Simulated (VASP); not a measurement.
Wanted: the native input for a VASP 6.6.1 run.

```
Task                   : single point
Functional             : PBE
Potentials or basis    : VASP PAW PBE potentials, release 64 (Hf_pv, Sn_d, Te)
Cutoff                 : 520 eV
k mesh                 : 12 × 12 × 2
Occupations            : gaussian, width 0.1 eV
Spin                   : no spin polarisation
Dipole correction      : no
Further INCAR settings : ALGO = Normal; EDIFF = 1e-07; NBANDS = 45
```

The structure of Hf2SnTe6 lies in POSCAR:

```
Hf2SnTe6
1.0
    4.0366651346      0.0000000000      0.0000000000
   -2.0183325673      3.4958545531      0.0000000000
    0.0000000000      0.0000000000     21.7540065096
Hf Sn Te
2 1 6
Direct
    0.0000000000      0.0000000000      0.8350225066
    0.0000000000      0.0000000000      0.1649774934
    0.0000000000      0.0000000000      0.5000000000
    0.3333333333      0.6666666667      0.9152570965
    0.3333333333      0.6666666667      0.2451466657
    0.3333333333      0.6666666667      0.5835806817
    0.6666666667      0.3333333333      0.0847429035
    0.6666666667      0.3333333333      0.4164193183
    0.6666666667      0.3333333333      0.7548533343
```

One way to write it, as run:

INCAR

```
ALGO = Normal
EDIFF = 1E-7
ENCUT = 520
GGA = PE
ISIF = 2
ISMEAR = 0
LASPH = T
LCHARG = F
LREAL = F
LWAVE = F
NBANDS = 45
NELM = 80
PREC = Accurate
SIGMA = 0.1
```

KPOINTS

```
k-points
0
Gamma
  12 12 2
```

Potentials or basis: VASP PAW PBE potentials, release 64 (Hf_pv, Sn_d, Te).

The run is started by

```console
$ cat potpaw_PBE.64/Hf_pv/POTCAR potpaw_PBE.64/Sn_d/POTCAR potpaw_PBE.64/Te/POTCAR > POTCAR
$ mpirun -np 1 vasp_std > vasp.out
```

It gave:

```json
{
  "Pressure": "-0.1 GPa",
  "Largest force": "0.025 eV/Å",
  "Band gap on the k mesh": "zero (band 35 reaches 4.82 eV, above the bottom of band 36 at 4.31 eV)"
}
```

Caveat: spin-orbit coupling is left out, which moves the levels of the heavy elements; this functional lacks dispersion, which binds the layers, so the pressure and a relaxed spacing across them are unreliable.

Wall time 7.9 min on 1 thread of Intel(R) Xeon(R) 6975P-C (Granite Rapids), on a shared host, peak memory 0.7 GiB.
